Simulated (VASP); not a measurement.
# EuSi3 (Pm-3m) in VASP: single point with PBE

Aim: the single point of EuSi3 with PBE.

Everything below comes from runs of VASP 6.6.1. Logs are shortened: lines on timing, memory, paths and dates and some standing lists are left out, and cuts for length are marked.

## (1) The cell of the first run

Symmetry: Pm-3m, No. 221, cubic system. The conventional cell has a = 4.163 Å, b = 4.163 Å, c = 4.163 Å, α = 90.00°, β = 90.00°, γ = 90.00°. Within 3.9 Å of Eu (site symmetry m-3m) lie 12 Si at 2.94 Å. Si (site symmetry 4/mmm) has 8 Si at 2.94 Å and 4 Eu at 2.94 Å within 3.9 Å. Within 3.9 Å of Si (site symmetry 4/mmm) lie 4 Eu at 2.94 Å and 8 Si at 2.94 Å.

## (2) Single point, PBE, collinear spin, ferromagnetic start

Input file INCAR:

```
SYSTEM = EuSi3
  ALGO = Normal
  EDIFF = 1E-6
  ENCUT = 520
  GGA = PE
  ISIF = 2
  ISMEAR = 0
  ISPIN = 2
  LASPH = .True.
  LCHARG = .True.
  LELF = .True.
  LMAXMIX = 6
  LORBIT = 11
  LREAL = .False.
  LVHAR = .True.
  LWAVE = .False.
  MAGMOM = 7.08 7.08 0 0 0 0 0 0
  NBANDS = 43
  NELM = 150
  PREC = Accurate
  SIGMA = 0.05
```

Input file KPOINTS:

```
k-points
0
Gamma
  3 6 6
  0 0 0
```

Input file POSCAR:

```
EuSi3
1.0
    8.3268943274      0.0000000000      0.0000000000
    0.0000000000      4.1634471637      0.0000000000
    0.0000000000      0.0000000000      4.1634471637
Eu Si
2 6
Direct
    0.0000000000      0.0000000000      0.0000000000
    0.5000000000      0.0000000000      0.0000000000
    0.0000000000      0.5000000000      0.5000000000
    0.2500000000      0.5000000000      0.0000000000
    0.2500000000      0.0000000000      0.5000000000
    0.5000000000      0.5000000000      0.5000000000
    0.7500000000      0.5000000000      0.0000000000
    0.7500000000      0.0000000000      0.5000000000
```

Potentials or basis: VASP PAW PBE potentials, release 64 (Eu, Si).

Run with:

```sh
> cat potpaw_PBE.64/Eu/POTCAR potpaw_PBE.64/Si/POTCAR > POTCAR
> mpirun -np 1 vasp_std > vasp.out
```

OUTCAR:

```text
SYSTEM = EuSi3
   EDIFF = 1E-6
   ENCUT = 520
   GGA = PE
   ISIF = 2
   ISMEAR = 0
   ISPIN = 2
   LASPH = .True.
   LORBIT = 11
   LREAL = .False.
   NELM = 150
   PREC = Accurate

 ion  position               nearest neighbor table
   1  0.000  0.000  0.000-   3 2.94   4 2.94   5 2.94   7 2.94   8 2.94   3 2.94   5 2.94   8 2.94
                             3 2.94   4 2.94   7 2.94   3 2.94
   2  0.500  0.000  0.000-   4 2.94   5 2.94   6 2.94   7 2.94   8 2.94   5 2.94   6 2.94   8 2.94
                             4 2.94   6 2.94   7 2.94   6 2.94
   3  0.000  0.500  0.500-   1 2.94   4 2.94   5 2.94   7 2.94   8 2.94   1 2.94   4 2.94   7 2.94
                             1 2.94   5 2.94   8 2.94   1 2.94
   4  0.250  0.500  0.000-   1 2.94   2 2.94   3 2.94   5 2.94   6 2.94   3 2.94   5 2.94   6 2.94
                             1 2.94   2 2.94   5 2.94   5 2.94
   5  0.250  0.000  0.500-   1 2.94   2 2.94   3 2.94   4 2.94   6 2.94   1 2.94   2 2.94   4 2.94
                             3 2.94   4 2.94   6 2.94   4 2.94
   6  0.500  0.500  0.500-   2 2.94   4 2.94   5 2.94   7 2.94   8 2.94   2 2.94   4 2.94   7 2.94
                             2 2.94   5 2.94   8 2.94   2 2.94
   7  0.750  0.500  0.000-   1 2.94   2 2.94   3 2.94   6 2.94   8 2.94   3 2.94   6 2.94   8 2.94
                             1 2.94   2 2.94   8 2.94   8 2.94
   8  0.750  0.000  0.500-   1 2.94   2 2.94   3 2.94   6 2.94   7 2.94   1 2.94   2 2.94   7 2.94
                             3 2.94   6 2.94   7 2.94   7 2.94

  LATTYP: Found a simple tetragonal cell.
 ALAT       =     4.1634471637
 C/A-ratio  =     2.0000000000

  Lattice vectors:

 A1 = (   0.0000000000,   4.1634471637,   0.0000000000)
 A2 = (   0.0000000000,   0.0000000000,   4.1634471637)
 A3 = (   8.3268943274,   0.0000000000,   0.0000000000)

Analysis of symmetry for initial positions (statically):
=====================================================================
 Subroutine PRICEL returns following result:

  LATTYP: Found a simple cubic cell.
 ALAT       =     4.1634471637

  Lattice vectors:

 A1 = (   4.1634471637,   0.0000000000,   0.0000000000)
 A2 = (   0.0000000000,   4.1634471637,   0.0000000000)
 A3 = (   0.0000000000,   0.0000000000,   4.1634471637)

   2 primitive cells build up your supercell.

 Routine SETGRP: Setting up the symmetry group for a
 simple tetragonal supercell.

 Subroutine GETGRP returns: Found 16 space group operations
 (whereof 16 operations were pure point group operations)
 out of a pool of 16 trial point group operations.

The static configuration has the point symmetry D_4h.

Analysis of symmetry for dynamics (positions and initial velocities):
=====================================================================
 Subroutine PRICEL returns following result:

  LATTYP: Found a simple cubic cell.
 ALAT       =     4.1634471637

  Lattice vectors:

 A1 = (   4.1634471637,   0.0000000000,   0.0000000000)
 A2 = (   0.0000000000,   4.1634471637,   0.0000000000)
 A3 = (   0.0000000000,   0.0000000000,   4.1634471637)

   2 primitive cells build up your supercell.

 Routine SETGRP: Setting up the symmetry group for a
 simple tetragonal supercell.

 Subroutine GETGRP returns: Found 16 space group operations
 (whereof 16 operations were pure point group operations)
 out of a pool of 16 trial point group operations.

The dynamic configuration has the point symmetry D_4h.

Analysis of structural, dynamic, and magnetic symmetry:
=====================================================================
 Subroutine PRICEL returns following result:

  LATTYP: Found a simple cubic cell.
 ALAT       =     4.1634471637

  Lattice vectors:

 A1 = (   4.1634471637,   0.0000000000,   0.0000000000)
 A2 = (   0.0000000000,   4.1634471637,   0.0000000000)
 A3 = (   0.0000000000,   0.0000000000,   4.1634471637)

   2 primitive cells build up your supercell.

 Routine SETGRP: Setting up the symmetry group for a
 simple tetragonal supercell.

 Subroutine GETGRP returns: Found 16 space group operations
 (whereof 16 operations were pure point group operations)
 out of a pool of 16 trial point group operations.

The overall configuration has the point symmetry D_4h.

 Subroutine INISYM returns: Found 16 space group operations
 (whereof 16 operations are pure point group operations),
 and found     2 'primitive' translations

----------------------------------------------------------------------------------------

                                     Primitive cell

  volume of cell :      72.1704

  direct lattice vectors                    reciprocal lattice vectors
     4.163447164  0.000000000  0.000000000     0.240185587  0.000000000  0.000000000
     0.000000000  4.163447164  0.000000000     0.000000000  0.240185587  0.000000000
     0.000000000  0.000000000  4.163447164     0.000000000  0.000000000  0.240185587

  length of vectors
     4.163447164  4.163447164  4.163447164     0.240185587  0.240185587  0.240185587

  position of ions in fractional coordinates (direct lattice)
     0.000000000  0.000000000  0.000000000
     0.000000000  0.500000000  0.500000000
     0.500000000  0.500000000  0.000000000
     0.500000000  0.000000000  0.500000000

  ion indices of the primitive-cell ions
   primitive index   ion index
                 1           1
                 2           3
                 3           4
                 4           5

----------------------------------------------------------------------------------------

 KPOINTS: k-points

Automatic generation of k-mesh.
 Grid dimensions read from file:
 generate k-points for:    3    6    6

 Generating k-lattice:

  Cartesian coordinates                     Fractional coordinates (reciprocal lattice)
     0.040030931  0.000000000  0.000000000     0.333333333  0.000000000  0.000000000
     0.000000000  0.040030931  0.000000000     0.000000000  0.166666667  0.000000000
     0.000000000  0.000000000  0.040030931     0.000000000  0.000000000  0.166666667

  Length of vectors
     0.040030931  0.040030931  0.040030931

  Shift w.r.t. Gamma in fractional coordinates (k-lattice)
     0.000000000  0.000000000  0.000000000

 Subroutine IBZKPT returns following result:
 ===========================================

 Found     20 irreducible k-points:

 Following reciprocal coordinates:
            Coordinates               Weight
  0.000000  0.000000  0.000000      1.000000
  0.333333  0.000000  0.000000      2.000000
  0.000000  0.166667  0.000000      4.000000
  0.333333  0.166667  0.000000      8.000000
  0.000000  0.333333  0.000000      4.000000
  0.333333  0.333333  0.000000      8.000000
[... 12 lines left out ...]
  0.000000  0.500000  0.500000      1.000000
  0.333333  0.500000  0.500000      2.000000
   k-points           NKPTS =     20   k-points in BZ     NKDIM =     20   number of bands    NBANDS=     43
   number of dos      NEDOS =    301   number of ions     NIONS =      8
   total plane-waves  NPLWV =  65536
   dimension x,y,z NGX =    64 NGY =   32 NGZ =   32
   dimension x,y,z NGXF=   128 NGYF=   64 NGZF=   64
   ions per type =               2   6
   NGX,Y,Z   is equivalent  to a cutoff of  12.78, 12.78, 12.78 a.u.
   NGXF,Y,Z  is equivalent  to a cutoff of  25.56, 25.56, 25.56 a.u.
 SYSTEM =  EuSi3
   PREC   = accura    normal or accurate (medium, high low for compatibility)
   ISTART =      0    job   : 0-new  1-cont  2-samecut
   ICHARG =      2    charge: 1-file 2-atom 10-const
   ISPIN  =      2    spin polarized calculation?
   LNONCOLLINEAR =      F non collinear calculations
   LSORBIT =      F    spin-orbit coupling
   LASPH  =      T    aspherical Exc in radial PAW
   ENCUT  =  520.0 eV  38.22 Ry    6.18 a.u.  15.48  7.74  7.74*2*pi/ulx,y,z
   NELM   =    150;   NELMIN=  2; NELMDL= -5     # of ELM steps
   EDIFF  = 0.1E-05   stopping-criterion for ELM
   LREAL  =      F    real-space projection
[... 7 lines left out ...]
   TEBEG  =    0.0;   TEEND  =   0.0 temperature during run
   PSTRESS=    0.0 pullay stress
   NELECT =      58.0000    total number of electrons
   NUPDOWN=      -1.0000    fix difference up-down
   EMIN   =  10.00;   EMAX   =-10.00  energy-range for DOS
   EFERMI =   0.00;   METHOD = LEGACY
   ISMEAR =     0;   SIGMA  =   0.05  broadening in eV -4-tet -1-fermi 0-gaus
   EFERMI_NEDOS =   21; number of points for ismear=-14 and -15
   IALGO  =     38    algorithm
   IMIX   =      4    mixing-type and parameters
     AMIX     =   0.40;   BMIX     =  1.00
     AMIX_MAG =   1.60;   BMIX_MAG =  1.00
  volume/ion in A,a.u.               =      18.04       121.76
  Fermi-wavevector in a.u.,A,eV,Ry     =   1.208058  2.282899 19.856397  1.459404
  Thomas-Fermi vector in A             =   2.343677
   LORBIT       =     11    0 simple, 1 ext, 2 COOP (PROOUT), +10 PAW based schemes
   GGA     = PE    functional components
   LHFCALC =     F    Hartree Fock is set to
   AEXX    =    0.0000 exact exchange contribution
   IVDW    =     0    specifies the selected vdW correction
   LEPSILON=     F    determine dielectric tensor
   LRPA    =     F    only Hartree local field effects (RPA)
 spin polarized calculation
 Gauss-broadening in eV      SIGMA  =   0.05
  energy-cutoff  :      520.00
  volume of cell :      144.34
 maximum number of plane-waves:      3924
 NGX is ok and might be reduce to    64
   NGX = 31   NGY = 15   NGZ = 15

 number of electron      57.9999990 magnetization      13.0739224

 Free energy of the ion-electron system (eV)
  ---------------------------------------------------
  ext. energy  EPLUGINS =         0.00000000
  ---------------------------------------------------
  free energy    TOTEN  =       -56.46689706 eV

  energy without entropy =      -56.46066455  energy(sigma->0) =      -56.46378080

 E-fermi :   7.2462     XC(G=0): -10.9973

 val. band max:        7.2443200503   @ k =   0.0000   0.1667   0.1667
 cond. band min:       7.2729187500   @ k =   0.3333   0.1667   0.1667
 fundamental gap:      0.0285986997
 Fermi energy:         7.2461994579

 spin component 1

 k-point     1 :       0.0000    0.0000    0.0000
  band No.  band energies     occupation
      1     -33.8225      1.00000
      2     -33.8162      1.00000
      3     -12.8454      1.00000
      4     -12.5903      1.00000
      5     -12.5903      1.00000
      6     -12.5903      1.00000
[... 869 lines left out ...]
     40      10.1723      0.00000
     41      10.5677      0.00000
 Fermi energy:         7.2461994579

 spin component 2

 k-point     1 :       0.0000    0.0000    0.0000
  band No.  band energies     occupation
      1     -30.9059      1.00000
      2     -30.8970      1.00000
      3     -10.9105      1.00000
      4     -10.5345      1.00000
      5     -10.5345      1.00000
      6     -10.5345      1.00000
[... 869 lines left out ...]
     40      11.5478      0.00000
     41      11.8094      0.00000
 [bands above 41 left out]

------------------------ aborting loop because EDIFF is reached ----------------------------------------

  FORCE on cell =-STRESS in cart. coord.  units (eV):
  Direction    XX          YY          ZZ          XY          YZ          ZX
  --------------------------------------------------------------------------------------
  -------------------------------------------------------------------------------------
  Total       -0.3030967     -0.3029340     -0.3029340      0.0000000      0.0000000     -0.0000000
  in kB       -3.3643608     -3.3625551     -3.3625551      0.0000000      0.0000000     -0.0000000
  external PRESSURE =      -3.3631570 kB  Pullay stress =       0.0000000 kB

 VOLUME and BASIS-vectors are now :
 -----------------------------------------------------------------------------
  energy-cutoff  :      520.00
  volume of cell :      144.34
      direct lattice vectors                 reciprocal lattice vectors
     8.326894327  0.000000000  0.000000000     0.120092793  0.000000000  0.000000000
     0.000000000  4.163447164  0.000000000     0.000000000  0.240185587  0.000000000
     0.000000000  0.000000000  4.163447164     0.000000000  0.000000000  0.240185587

 POSITION                                       TOTAL-FORCE (eV/Angst)
 -----------------------------------------------------------------------------------
      0.00000      0.00000      0.00000         0.000000     -0.000000      0.000000
      4.16345      0.00000      0.00000        -0.000000     -0.000000     -0.000000
      0.00000      2.08172      2.08172         0.000000     -0.000000      0.000000
      2.08172      2.08172      0.00000         0.000000     -0.000000      0.000000
      2.08172      0.00000      2.08172         0.000000     -0.000000     -0.000000
      4.16345      2.08172      2.08172         0.000000      0.000000      0.000000
      6.24517      2.08172      0.00000         0.000000      0.000000     -0.000000
      6.24517      0.00000      2.08172         0.000000     -0.000000      0.000000
 -----------------------------------------------------------------------------------
    total drift:                                0.000000      0.000000      0.000000

  FREE ENERGIE OF THE ION-ELECTRON SYSTEM (eV)
  ---------------------------------------------------
  free  energy   TOTEN  =       -56.4668970556 eV

  energy  without entropy=      -56.4606645464  energy(sigma->0) =      -56.46378080

 total charge

# of ion       s       p       d       f       tot
--------------------------------------------------
    1        2.044   5.732   0.685   6.431  14.892
    2        2.044   5.732   0.685   6.431  14.892
    3        0.828   0.737   0.000   0.000   1.565
    4        0.828   0.737   0.000   0.000   1.565
    5        0.828   0.737   0.000   0.000   1.565
    6        0.828   0.737   0.000   0.000   1.565
    7        0.828   0.737   0.000   0.000   1.565
    8        0.828   0.737   0.000   0.000   1.565
--------------------------------------------------
tot          9.055  15.884   1.371  12.863  39.172

 magnetization (x)

# of ion       s       p       d       f       tot
--------------------------------------------------
    1       -0.011  -0.105   0.102   6.333   6.319
    2       -0.011  -0.105   0.102   6.333   6.319
    3       -0.012  -0.009   0.000   0.000  -0.021
    4       -0.012  -0.009   0.000   0.000  -0.021
    5       -0.012  -0.009   0.000   0.000  -0.021
    6       -0.012  -0.009   0.000   0.000  -0.021
    7       -0.012  -0.009   0.000   0.000  -0.021
    8       -0.012  -0.009   0.000   0.000  -0.021
--------------------------------------------------
tot         -0.091  -0.264   0.203  12.667  12.515
```

Run time: 19 min. Hardware: 1 thread of Oxide Virtual Turin-like, shared host; peak memory 0.38 GiB.

What came out:

- Free energy: -56.4669 eV
- Pressure: -0.3 GPa
- Net moment: 13.07 μB per cell
- Site moments: Eu +6.32; Si -0.02 μB
- Valence electrons inside the program's atomic spheres: Eu 14.89; Si 1.56

Caveat: spin-orbit coupling is left out, which moves the levels of the heavy elements; semilocal functionals describe open f shells poorly, which spoils levels, moments and volumes. The state reached can hang on the start; a lower one may exist.
